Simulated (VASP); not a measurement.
# InSe (R3m) in VASP: further runs, part 2 of 2

VASP 6.6.1.

**5. Single point, PBE (last atom moved by 0.08 Å along z, cell strained by +1.5% along z)**

File INCAR:

```
ADDGRID = F
ALGO = Normal
EDIFF = 1E-6
EFERMI = MIDGAP
ENCUT = 310
GGA = PE
GGA_COMPAT = F
ISIF = 2
ISMEAR = 0
KPAR = 2
LASPH = T
LCHARG = F
LREAL = F
LWAVE = F
NBANDS = 31
NELM = 120
PREC = Accurate
SIGMA = 0.03
```

File KPOINTS:

```
Automatic mesh
0
Gamma
  7 7 7
  0 0 0
```

File POSCAR:

```
InSe
1.0
    2.0000000000      1.1547005384      8.5666000000
   -2.0000000000      1.1547005384      8.5666000000
    0.0000000000     -2.3094010768      8.5666000000
In Se
2 2
Direct
    0.8886000000      0.8886000000      0.8886000000
    0.0000000000      0.0000000000      0.0000000000
    0.1719000000      0.1719000000      0.1719000000
    0.3866595600      0.3866595600      0.3866595600
```

Potentials or basis: VASP PAW PBE potentials, release 64 (In_d, Se).

The run is started by

```sh
$ cat potpaw_PBE.64/In_d/POTCAR potpaw_PBE.64/Se/POTCAR > POTCAR
$ mpirun -np 2 vasp_std > vasp.out
```

OUTCAR:

```text
EDIFF = 1E-6
   EFERMI = MIDGAP
   ENCUT = 310
   GGA = PE
   ISIF = 2
   ISMEAR = 0
   LASPH = T
   LREAL = F
   NELM = 120
   PREC = Accurate

 Found     44 irreducible k-points:

 Following reciprocal coordinates:
            Coordinates               Weight
  0.000000  0.000000  0.000000      1.000000
  0.142857 -0.000000 -0.000000      6.000000
[... 291 lines left out ...]

  FORCE on cell =-STRESS in cart. coord.  units (eV):
  Direction    XX          YY          ZZ          XY          YZ          ZX
  --------------------------------------------------------------------------------------
  -------------------------------------------------------------------------------------
  Total        1.2688010      1.2688010     -0.3535393      0.0000000     -0.0000000      0.0000000
  in kB       17.1255684     17.1255684     -4.7718765      0.0000000     -0.0000000      0.0000000
  external PRESSURE =       9.8264201 kB  Pullay stress =       0.0000000 kB

 VOLUME and BASIS-vectors are now :
 -----------------------------------------------------------------------------
  energy-cutoff  :      310.00
  volume of cell :      118.70
      direct lattice vectors                 reciprocal lattice vectors
     2.000000000  1.154700538  8.566600000     0.250000000  0.144337567  0.038910809
    -2.000000000  1.154700538  8.566600000    -0.250000000  0.144337567  0.038910809
     0.000000000 -2.309401077  8.566600000     0.000000000 -0.288675135  0.038910809

 POSITION                                       TOTAL-FORCE (eV/Angst)
 -----------------------------------------------------------------------------------
      0.00000      0.00000     22.83684         0.000000     -0.000000      0.423571
      0.00000      0.00000      0.00000         0.000000      0.000000      0.084374
      0.00000      0.00000      4.41780         0.000000     -0.000000     -0.120022
      0.00000      0.00000      9.93707         0.000000      0.000000     -0.387923
 -----------------------------------------------------------------------------------
    total drift:                                0.000000      0.000000     -0.000149

  FREE ENERGIE OF THE ION-ELECTRON SYSTEM (eV)
  ---------------------------------------------------
  free  energy   TOTEN  =       -14.1381227098 eV

  energy  without entropy=      -14.1381227098  energy(sigma->0) =      -14.13812271
```

OSZICAR:

```text
N       E                     dE             d eps       ncg     rms          rms(c)
DAV:   1     0.292839876991E+03    0.29284E+03   -0.12672E+04  2728   0.936E+02
DAV:   2     0.169183847994E+02   -0.27592E+03   -0.26408E+03  2868   0.291E+02
DAV:   3    -0.134283265475E+02   -0.30347E+02   -0.29987E+02  3462   0.111E+02
DAV:   4    -0.145398542998E+02   -0.11115E+01   -0.11099E+01  3241   0.231E+01
DAV:   5    -0.145929392515E+02   -0.53085E-01   -0.53080E-01  4248   0.440E+00    0.635E+00
DAV:   6    -0.141513294587E+02    0.44161E+00   -0.75626E-01  3965   0.126E+01    0.394E+00
DAV:   7    -0.141375278052E+02    0.13802E-01   -0.29414E-01  3713   0.313E+00    0.129E+00
DAV:   8    -0.141369740628E+02    0.55374E-03   -0.25472E-02  4113   0.148E+00    0.477E-01
DAV:   9    -0.141379498112E+02   -0.97575E-03   -0.53170E-03  3626   0.582E-01    0.147E-01
DAV:  10    -0.141380008907E+02   -0.51079E-04   -0.42469E-04  3424   0.163E-01    0.760E-02
DAV:  11    -0.141381156821E+02   -0.11479E-03   -0.16233E-04  3589   0.825E-02    0.247E-02
DAV:  12    -0.141381171341E+02   -0.14520E-05   -0.19289E-05  3955   0.356E-02    0.160E-02
DAV:  13    -0.141381220719E+02   -0.49378E-05   -0.69885E-06  2765   0.108E-02    0.600E-03
DAV:  14    -0.141381227098E+02   -0.63786E-06   -0.22332E-06  2824   0.126E-02
   1 F= -.14138123E+02 E0= -.14138123E+02  d E =-.981739E-78
```

stdout:

```text
POSCAR found type information on POSCAR InSe
 POSCAR found :  2 types and       4 ions
 scaLAPACK will be used
 LDA part: xc-table for (Slater+PW92), standard interpolation
 POSCAR, INCAR and KPOINTS ok, starting setup
 FFT: planning ... GRIDC
 FFT: planning ... GRID_SOFT
 FFT: planning ... GRID
 WAVECAR not read
 entering main loop
```

Run time: 3.3 min. Hardware: 2 MPI ranks of Intel Xeon Platinum 8259CL at 2.50GHz (Skylake/Cascade Lake), shared host; peak memory 0.39 GiB.

What came out:

| Property | Result |
| --- | --- |
| Free energy | -14.1381 eV |
| Pressure | 1.0 GPa |
| Largest force | 0.424 eV/Å |
| Band gap on the k mesh | 0.79 eV (least direct gap 0.81 eV) |

Forces in eV/Å, atoms in the order of the input:
```
In   0.000  0.000  0.424
In   0.000  0.000  0.084
Se   0.000  0.000 -0.120
Se   0.000  0.000 -0.388
```

Caveat: the cell differs from its parent crystal (last atom moved by 0.08 Å along z, cell strained by +1.5% along z); spin-orbit coupling is left out, which moves the levels of the heavy elements; an odd mesh through Γ misses points on the zone boundary, where band edges can lie.

**6. Summary**

| level | cell | k mesh | cutoff (eV) | smearing | dipole correction | tolerance level | purpose | gap on the mesh (eV) | pressure (GPa) | largest force (eV/Å) |
| --- | --- | --- | --- | --- | --- | --- | --- | --- | --- | --- |
| PBE | a = 8.922 Å, angles 26.4°, 4 atoms, atomic positions A | 8 × 8 × 8 | 520 | fermi-dirac 0.05 eV | no | - | - | 0.29 | -0.1 | 0.16 |
| PBE+D3(BJ) | a = 8.623 Å, angles 27.1°, 4 atoms, atomic positions B | 8 × 8 × 8 | 520 | fermi-dirac 0.05 eV | no | - | - | 0.28 | 0.0 | 0.02 |
| RPBE | a = 8.750 Å, angles 26.4°, 4 atoms, atomic positions A | 8 × 8 × 8 | 520 | gaussian 0.05 eV | no | - | - | 0.56 | 4.6 | 0.42 |
| PBE | a = 8.872 Å, angles 26.1°, 4 atoms, atomic positions C | 7 × 7 × 7 | 310 | gaussian 0.03 eV | - | standard | forces | 0.79 | 1.0 | 0.42 |

Alike in all rows: task single point; potentials or basis VASP PAW PBE potentials, release 64 (In_d, Se); no spin polarisation.

Caveats: spin-orbit coupling is left out, which moves the levels of the heavy elements; the cell stands under pressure (at least some runs); the PAW data sets were made with another functional, which shifts forces and pressure a little (at least some runs); an odd mesh through Γ misses points on the zone boundary, where band edges can lie (at least some runs).

Total energies depend on the potentials used, so only differences within one code and one set of settings carry meaning.

**7. How close it comes**

Step 3. Measured gap of InSe: 1.25 eV (300 K; “The Interaction of Hydrogen with the van der Waals Crystal γ-InSe”, 2020, pmc:7321205). This calculation gives 0.28 eV (-0.97 eV). Spin-orbit coupling on In, Se is left out. The value is that of PBE+D3(BJ) on a finite k mesh, which can miss the band edges, without temperature or zero-point motion. Semilocal functionals fall short of measured gaps as a rule.
